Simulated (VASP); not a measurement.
GaP:

```
Ga P
1.0
     0.00000    2.72525    2.72525
     2.72525    0.00000    2.72525
     2.72525    2.72525    0.00000
Ga P
1 1
Direct
  0.00000 0.00000 0.00000
  0.75000 0.75000 0.75000
```

Base run:

* Program: VASP 6.6.1
* Functional: PBE
* Potentials or basis: VASP PAW PBE potentials, release 64 (Ga_d, P)
* Cutoff: 500 eV
* k mesh: 7 × 7 × 7
* Occupations: gaussian, width 0.01 eV
* Spin: no spin polarisation

Its results: band gap on the k mesh 1.59 eV (least direct gap 1.83 eV); pressure 2.4 GPa.

**Question.** After a change of settings the same cell gave: band gap on the k mesh 1.68 eV (least direct gap 1.96 eV); pressure 4.4 GPa. Which change was it?
A. functional from PBE to LDA; potentials or basis from VASP PAW PBE potentials, release 64 (Ga_d, P) to VASP PAW LDA potentials, release 64 (Ga_d, P)
B. functional from PBE to RPBE
C. functional from PBE to BLYP

**Answer.** B.

RPBE binds less tightly than PBE, so the same cell stands under more pressure.

Caveats: an odd mesh through Γ misses points on the zone boundary, where band edges can lie; the cell stands under pressure (at least some runs); the PAW data sets were made with another functional, which shifts forces and pressure a little (at least some runs).
